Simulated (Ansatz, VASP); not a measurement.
# One calculation of N, two programs

```xyz
2
Lattice="0.0000 2.0566 2.0566 2.0566 0.0000 2.0566 2.0566 2.0566 0.0000" Properties=species:S:1:pos:R:3 pbc="T T T"
N     0.0000    0.0000    0.0000
N     1.0283    1.0283    1.0283
```

Alike in both runs: task electric field gradients; functional PBE; k mesh 16 × 16 × 16; occupations fermi-dirac, width 0.08 eV; no spin polarisation.

```csv
,VASP,Ansatz
version,VASP 6.6.1,Ansatz 0.2.0
potentials or method,"VASP PAW PBE potentials, release 64 (N)","PAW with Ansatz's default frozen-core files, scalar-relativistic"
plane-wave cutoff (eV),520,420
valence electrons in the cell,10,10
```

```tsv
	VASP	Ansatz	Ansatz less VASP
gap on the k mesh at the Fermi level (eV)	none	none	-
pressure (GPa)	9.3	9.3	+0.01
```

A gap of «none» marks a metal or a gap that the smearing closes. The functional is the same, so the differences come from potentials, cutoffs and numerics.
